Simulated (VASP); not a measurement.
Here is a VASP 6.6.1 calculation.

File INCAR:

```
SYSTEM = CaB6
  PREC = Accurate
  ENCUT = 600
  EDIFF = 1E-6
  ISMEAR = 0
  SIGMA = 0.2
  LREAL = .False.
  LASPH = .True.
  NELM = 100
  ALGO = Normal
  ISIF = 3
  LWAVE = .False.
  LCHARG = .False.
  GGA = PE
  IBRION = 2
  NSW = 36
  EDIFFG = -0.08
```

File KPOINTS:

```
regular mesh
0
Gamma
  4 4 4
  0 0 0
```

Contents of POSCAR:

```
CaB6
1.0
    4.0471584700      0.0000000000      0.0000000000
    0.0000000000      4.0471584700      0.0000000000
    0.0000000000      0.0000000000      4.0471584700
Ca B
1 6
Direct
    0.0000000000      0.0000000000      0.0000000000
    0.2070000000      0.5000000000      0.5000000000
    0.5000000000      0.2070000000      0.5000000000
    0.7930000000      0.5000000000      0.5000000000
    0.5000000000      0.7930000000      0.5000000000
    0.5000000000      0.5000000000      0.2070000000
    0.5000000000      0.5000000000      0.7930000000
```

Potentials or basis: VASP PAW PBE potentials, release 64 (Ca_sv, B).

Command:

```console
$ cat potpaw_PBE.64/Ca_sv/POTCAR potpaw_PBE.64/B/POTCAR > POTCAR
$ mpirun -np 1 vasp_std > vasp.out
```

(1) Estimate the relaxed cell.

(2) What does it give for the space group after relaxing (to 0.05 Å)?

(3) Predict the band gap on the k mesh.

## Answers

(1) a = 4.147 Å, b = 4.147 Å, c = 4.147 Å, α = 90.00°, β = 90.00°, γ = 90.00°.

(2) Pm-3m (No. 221).

(3) 0.16 eV, direct.
